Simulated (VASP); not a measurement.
# HfC (P6_3/mmc) in VASP: further runs

The runs below take HfC through single point, with PBEsol, PBE-based screened hybrid with 15 % exact exchange.

Program: VASP 6.6.1. These are calculated values, not measurements. Logs are shortened: lines on timing, memory, paths and dates and some standing lists are left out, and cuts for length are marked.

**1. The cell of the first run**

It takes space group P6_3/mmc (No. 194, hexagonal). Conventional cell: a = 3.343 Å, b = 3.343 Å, c = 5.203 Å, α = 90.00°, β = 90.00°, γ = 120.00°. Hf (site symmetry -6m2) has 6 C at 2.33 Å within 3.1 Å. Within 3.1 Å of C (site symmetry -3m) lie 6 Hf at 2.33 Å and 2 C at 2.60 Å.

**2. Single point, PBEsol**

INCAR

```
PREC = Accurate
ENCUT = 520
EDIFF = 1E-6
ISMEAR = -1
SIGMA = 0.03
LREAL = False
LASPH = True
NELM = 80
ALGO = Normal
ISIF = 2
LWAVE = False
LCHARG = False
GGA = PS
NBANDS = 22
```

KPOINTS

```
regular mesh
0
Gamma
  5 5 3
```

POSCAR

```
HfC
1.0
    3.3428660531      0.0000000000      0.0000000000
   -1.6714330265      2.8950069234      0.0000000000
    0.0000000000      0.0000000000      5.2027140000
Hf C
2 2
Direct
    0.3333333333      0.6666666667      0.2500000000
    0.6666666667      0.3333333333      0.7500000000
    0.0000000000      0.0000000000      0.5000000000
    0.0000000000      0.0000000000      0.0000000000
```

Potentials or basis: VASP PAW PBE potentials, release 64 (Hf_pv, C).

The run is started by

```sh
cat potpaw_PBE.64/Hf_pv/POTCAR potpaw_PBE.64/C/POTCAR > POTCAR
mpirun -np 1 vasp_std > vasp.out
```

OUTCAR:

```text
PREC = Accurate
   ENCUT = 520
   EDIFF = 1E-6
   ISMEAR = -1
   LREAL = False
   LASPH = True
   NELM = 80
   ISIF = 2
   GGA = PS

 ion  position               nearest neighbor table
   1  0.333  0.667  0.250-   3 2.33   4 2.33   3 2.33   4 2.33   3 2.33   4 2.33   2 3.24   2 3.24
                             2 3.24   2 3.24   2 3.24   2 3.24
   2  0.667  0.333  0.750-   3 2.33   4 2.33   3 2.33   4 2.33   3 2.33   4 2.33   1 3.24   1 3.24
                             1 3.24   1 3.24   1 3.24   1 3.24
   3  0.000  0.000  0.500-   1 2.33   2 2.33   1 2.33   2 2.33   2 2.33   1 2.33
   4  0.000  0.000  0.000-   1 2.33   2 2.33   1 2.33   2 2.33   2 2.33   1 2.33

  LATTYP: Found a hexagonal cell.
 ALAT       =     3.3428660531
 C/A-ratio  =     1.5563632875

  Lattice vectors:

 A1 = (   3.3428660531,   0.0000000000,   0.0000000000)
 A2 = (  -1.6714330265,   2.8950069234,   0.0000000000)
 A3 = (   0.0000000000,   0.0000000000,   5.2027140000)

Analysis of symmetry for initial positions (statically):
=====================================================================
 Subroutine PRICEL returns:
 Original cell was already a primitive cell.

 Routine SETGRP: Setting up the symmetry group for a
 hexagonal supercell.

 Subroutine GETGRP returns: Found 24 space group operations
 (whereof 12 operations were pure point group operations)
 out of a pool of 24 trial point group operations.

The static configuration has the point symmetry D_3d.
 The point group associated with its full space group is D_6h.

Analysis of symmetry for dynamics (positions and initial velocities):
=====================================================================
 Subroutine PRICEL returns:
 Original cell was already a primitive cell.

 Routine SETGRP: Setting up the symmetry group for a
 hexagonal supercell.

 Subroutine GETGRP returns: Found 24 space group operations
 (whereof 12 operations were pure point group operations)
 out of a pool of 24 trial point group operations.

The dynamic configuration has the point symmetry D_3d.
 The point group associated with its full space group is D_6h.

 Subroutine INISYM returns: Found 24 space group operations
 (whereof 12 operations are pure point group operations),
 and found     1 'primitive' translations

----------------------------------------------------------------------------------------

                                     Primitive cell

  volume of cell :      50.3499

  direct lattice vectors                    reciprocal lattice vectors
     3.342866053  0.000000000  0.000000000     0.299144502  0.172711159  0.000000000
    -1.671433026  2.895006923  0.000000000     0.000000000  0.345422317  0.000000000
     0.000000000  0.000000000  5.202714000     0.000000000  0.000000000  0.192207375

  length of vectors
     3.342866053  3.342866053  5.202714000     0.345422317  0.345422317  0.192207375

  position of ions in fractional coordinates (direct lattice)
     0.333333333  0.666666667  0.250000000
     0.666666667  0.333333333  0.750000000
     0.000000000  0.000000000  0.500000000
     0.000000000  0.000000000  0.000000000

  ion indices of the primitive-cell ions
   primitive index   ion index
                 1           1
                 2           2
                 3           3
                 4           4

----------------------------------------------------------------------------------------

 KPOINTS: regular mesh

Automatic generation of k-mesh.
 Grid dimensions read from file:
 generate k-points for:    5    5    3

 Generating k-lattice:

  Cartesian coordinates                     Fractional coordinates (reciprocal lattice)
     0.059828900  0.034542232  0.000000000     0.200000000  0.000000000  0.000000000
     0.000000000  0.069084463  0.000000000     0.000000000  0.200000000  0.000000000
     0.000000000  0.000000000  0.064069125     0.000000000  0.000000000  0.333333333

  Length of vectors
     0.069084463  0.069084463  0.064069125

  Shift w.r.t. Gamma in fractional coordinates (k-lattice)
     0.000000000  0.000000000  0.000000000

 Subroutine IBZKPT returns following result:
 ===========================================

 Found     10 irreducible k-points:

 Following reciprocal coordinates:
            Coordinates               Weight
  0.000000  0.000000  0.000000      1.000000
  0.200000  0.000000  0.000000      6.000000
  0.400000 -0.000000  0.000000      6.000000
  0.200000  0.200000  0.000000      6.000000
  0.400000  0.200000  0.000000      6.000000
  0.000000  0.000000  0.333333      2.000000
  0.200000  0.000000  0.333333     12.000000
  0.400000 -0.000000  0.333333     12.000000
  0.200000  0.200000  0.333333     12.000000
  0.400000  0.200000  0.333333     12.000000
   k-points           NKPTS =     10   k-points in BZ     NKDIM =     10   number of bands    NBANDS=     22
   number of dos      NEDOS =    301   number of ions     NIONS =      4
   total plane-waves  NPLWV =  31360
   dimension x,y,z NGX =    28 NGY =   28 NGZ =   40
   dimension x,y,z NGXF=    56 NGYF=   56 NGZF=   80
   ions per type =               2   2
   NGX,Y,Z   is equivalent  to a cutoff of  13.92, 13.92, 12.78 a.u.
   NGXF,Y,Z  is equivalent  to a cutoff of  27.85, 27.85, 25.56 a.u.
 SYSTEM =  unknown system
   PREC   = accura    normal or accurate (medium, high low for compatibility)
   ISTART =      0    job   : 0-new  1-cont  2-samecut
   ICHARG =      2    charge: 1-file 2-atom 10-const
   ISPIN  =      1    spin polarized calculation?
   LNONCOLLINEAR =      F non collinear calculations
   LSORBIT =      F    spin-orbit coupling
   LASPH  =      T    aspherical Exc in radial PAW
   ENCUT  =  520.0 eV  38.22 Ry    6.18 a.u.   6.22  6.22  9.67*2*pi/ulx,y,z
   NELM   =     80;   NELMIN=  2; NELMDL= -5     # of ELM steps
   EDIFF  = 0.1E-05   stopping-criterion for ELM
   LREAL  =      F    real-space projection
   EDIFFG = 0.1E-04   stopping-criterion for IOM
   NSW    =      0    number of steps for IOM
   IBRION =     -1    ionic relax: 0-MD 1-quasi-New 2-CG
   NFREE  =      0    steps in history (QN), initial steepest desc. (CG)
   ISIF   =      2    stress and relaxation
   ISYM   =      2    0-nonsym 1-usesym 2-fastsym
   POTIM  = 0.5000    time-step for ionic-motion
   TEBEG  =    0.0;   TEEND  =   0.0 temperature during run
   PSTRESS=    0.0 pullay stress
   NELECT =      28.0000    total number of electrons
   NUPDOWN=      -1.0000    fix difference up-down
   EMIN   =  10.00;   EMAX   =-10.00  energy-range for DOS
   EFERMI =   0.00;   METHOD = LEGACY
   ISMEAR =    -1;   SIGMA  =   0.03  broadening in eV -4-tet -1-fermi 0-gaus
   EFERMI_NEDOS =   21; number of points for ismear=-14 and -15
   IALGO  =     38    algorithm
   IMIX   =      4    mixing-type and parameters
     AMIX     =   0.40;   BMIX     =  1.00
     AMIX_MAG =   1.60;   BMIX_MAG =  1.00
  volume/ion in A,a.u.               =      12.59        84.94
  Fermi-wavevector in a.u.,A,eV,Ry     =   1.346257  2.544057 24.659309  1.812408
  Thomas-Fermi vector in A             =   2.474104
   LORBIT       =      0    0 simple, 1 ext, 2 COOP (PROOUT), +10 PAW based schemes
   GGA     = PS    functional components
   LHFCALC =     F    Hartree Fock is set to
   AEXX    =    0.0000 exact exchange contribution
   IVDW    =     0    specifies the selected vdW correction
   LEPSILON=     F    determine dielectric tensor
   LRPA    =     F    only Hartree local field effects (RPA)
 non-spin polarized calculation
  energy-cutoff  :      520.00
  volume of cell :       50.35
 maximum number of plane-waves:      1375
 NGX is ok and might be reduce to    28
   NGX = 13   NGY = 13   NGZ = 19

 number of electron      28.0000002 magnetization

 Free energy of the ion-electron system (eV)
  ---------------------------------------------------
  ext. energy  EPLUGINS =         0.00000000
  ---------------------------------------------------
  free energy    TOTEN  =       -43.64400846 eV

  energy without entropy =      -43.64117738  energy(sigma->0) =      -43.64259292

 E-fermi :   6.1676     XC(G=0): -12.4130

 val. band max:        5.9753830409   @ k =   0.4000   0.2000   0.0000
 cond. band min:       6.2392290368   @ k =   0.2000   0.2000   0.3333
 fundamental gap:      0.2638459960
 Fermi energy:         6.1676139844

 k-point     1 :       0.0000    0.0000    0.0000
  band No.  band energies     occupation
      1     -24.3094      2.00000
      2     -23.7304      2.00000
      3     -23.7304      2.00000
      4     -23.6398      2.00000
      5     -23.6398      2.00000
      6     -23.5626      2.00000
[... 14 lines left out ...]
     21      10.2836      0.00000
     22      14.4115      0.00000

 k-point     2 :       0.2000    0.0000    0.0000
  band No.  band energies     occupation
      1     -24.2204      2.00000
      2     -23.9013      2.00000
      3     -23.7940      2.00000
      4     -23.7910      2.00000
      5     -23.6510      2.00000
      6     -23.5993      2.00000
[... 14 lines left out ...]
     21      12.3288      0.00000
     22      12.9439      0.00000

 k-point     3 :       0.4000   -0.0000    0.0000
  band No.  band energies     occupation
      1     -24.1762      2.00000
      2     -24.0296      2.00000
      3     -24.0218      2.00000
      4     -23.8755      2.00000
      5     -23.7046      2.00000
      6     -23.6813      2.00000
[... 14 lines left out ...]
     21      12.1916      0.00000
     22      13.0906      0.00000

 k-point     4 :       0.2000    0.2000    0.0000
  band No.  band energies     occupation
      1     -24.0757      2.00000
      2     -24.0655      2.00000
      3     -24.0078      2.00000
      4     -23.8286      2.00000
      5     -23.7412      2.00000
      6     -23.6749      2.00000
[... 14 lines left out ...]
     21      12.4195      0.00000
     22      13.1549      0.00000

 k-point     5 :       0.4000    0.2000    0.0000
  band No.  band energies     occupation
      1     -24.1876      2.00000
      2     -24.0118      2.00000
      3     -23.9543      2.00000
      4     -23.9283      2.00000
      5     -23.7964      2.00000
      6     -23.7791      2.00000
[... 14 lines left out ...]
     21      13.4597      0.00000
     22      13.5956      0.00000

 k-point     6 :       0.0000    0.0000    0.3333
  band No.  band energies     occupation
      1     -24.1332      2.00000
      2     -23.7605      2.00000
      3     -23.7078      2.00000
      4     -23.7078      2.00000
      5     -23.6625      2.00000
      6     -23.6625      2.00000
[... 14 lines left out ...]
     21      11.2237      0.00000
     22      12.1929      0.00000

 k-point     7 :       0.2000    0.0000    0.3333
  band No.  band energies     occupation
      1     -24.1210      2.00000
      2     -23.9168      2.00000
      3     -23.8149      2.00000
      4     -23.7563      2.00000
      5     -23.6863      2.00000
      6     -23.6726      2.00000
[... 14 lines left out ...]
     21      12.3328      0.00000
     22      12.5569      0.00000

 k-point     8 :       0.4000   -0.0000    0.3333
  band No.  band energies     occupation
      1     -24.2363      2.00000
      2     -24.1490      2.00000
      3     -23.8418      2.00000
      4     -23.8277      2.00000
      5     -23.7306      2.00000
      6     -23.6995      2.00000
[... 14 lines left out ...]
     21      13.2558      0.00000
     22      13.7282      0.00000

 k-point     9 :       0.2000    0.2000    0.3333
  band No.  band energies     occupation
      1     -24.1510      2.00000
      2     -24.0955      2.00000
      3     -23.8726      2.00000
      4     -23.8459      2.00000
      5     -23.7633      2.00000
      6     -23.6641      2.00000
[... 14 lines left out ...]
     21      13.0578      0.00000
     22      13.1519      0.00000

 k-point    10 :       0.4000    0.2000    0.3333
  band No.  band energies     occupation
      1     -24.2067      2.00000
      2     -24.1382      2.00000
      3     -23.9915      2.00000
      4     -23.8805      2.00000
      5     -23.7475      2.00000
      6     -23.6855      2.00000
[... 14 lines left out ...]
     21      13.4101      0.00000
     22      13.6846      0.00000

------------------------ aborting loop because EDIFF is reached ----------------------------------------

  FORCE on cell =-STRESS in cart. coord.  units (eV):
  Direction    XX          YY          ZZ          XY          YZ          ZX
  --------------------------------------------------------------------------------------
  -------------------------------------------------------------------------------------
  Total       -2.8667134     -2.8667134     -1.7278824     -0.0000000      0.0000000     -0.0000000
  in kB      -91.2213152    -91.2213152    -54.9827209     -0.0000000      0.0000000     -0.0000000
  external PRESSURE =     -79.1417838 kB  Pullay stress =       0.0000000 kB

 VOLUME and BASIS-vectors are now :
 -----------------------------------------------------------------------------
  energy-cutoff  :      520.00
  volume of cell :       50.35
      direct lattice vectors                 reciprocal lattice vectors
     3.342866053  0.000000000  0.000000000     0.299144502  0.172711159  0.000000000
    -1.671433026  2.895006923  0.000000000     0.000000000  0.345422317  0.000000000
     0.000000000  0.000000000  5.202714000     0.000000000  0.000000000  0.192207375

 POSITION                                       TOTAL-FORCE (eV/Angst)
 -----------------------------------------------------------------------------------
     -0.00000      1.93000      1.30068         0.000000      0.000000      0.000000
      1.67143      0.96500      3.90204        -0.000000     -0.000000      0.000000
      0.00000      0.00000      2.60136         0.000000      0.000000      0.000000
      0.00000      0.00000      0.00000         0.000000      0.000000      0.000000
 -----------------------------------------------------------------------------------
    total drift:                               -0.000000      0.000000     -0.000000

  FREE ENERGIE OF THE ION-ELECTRON SYSTEM (eV)
  ---------------------------------------------------
  free  energy   TOTEN  =       -43.6440084554 eV

  energy  without entropy=      -43.6411773828  energy(sigma->0) =      -43.64259292
```

It took 16 s on 1 thread of Intel Xeon 8259CL, shared host; peak memory 0.18 GiB.

What came out:

| Item | Value |
| --- | --- |
| Free energy | -43.6440 eV |
| Pressure | -7.9 GPa |
| Band gap on the k mesh | zero (bands 14 and 15 overlap by 1.01 eV) |

Caveat: the k points lie up to 0.43 Å⁻¹ apart, too coarse for converged energies and pressures of a metal; the PAW data sets were made with another functional, which shifts forces and pressure a little; spin-orbit coupling is left out, which moves the levels of the heavy elements.

[end of part 1 of 2]
